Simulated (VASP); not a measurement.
Crystal: As.

```xyz
4
Lattice="1.8338 -5.5609 0.0000 1.8338 5.5609 0.0000 0.0000 0.0000 4.5918" Properties=species:S:1:pos:R:3 pbc="T T T"
As    1.8338    4.3642    0.3158
As    1.8338   -1.1966    1.9801
As    1.8338   -4.3642    4.2760
As    1.8338    1.1966    2.6117
```

Base run:

```yaml
Program: VASP 6.6.1
Functional: PBE
Potentials_or_basis: VASP PAW PBE potentials, release 64 (As)
Cutoff: 520 eV
k_mesh: 8 × 8 × 6
Occupations: fermi-dirac, width 0.02 eV
Spin: no spin polarisation
```

Its results: pressure 3.0 GPa; largest force 0.379 eV/Å.

Question: The run is repeated on the same cell with these changes: functional from PBE to r2SCAN. What comes out?

Answer: Pressure 1.0 GPa; largest force 0.020 eV/Å.

Caveats: the PAW data sets were made with another functional, which shifts forces and pressure a little (at least some runs).
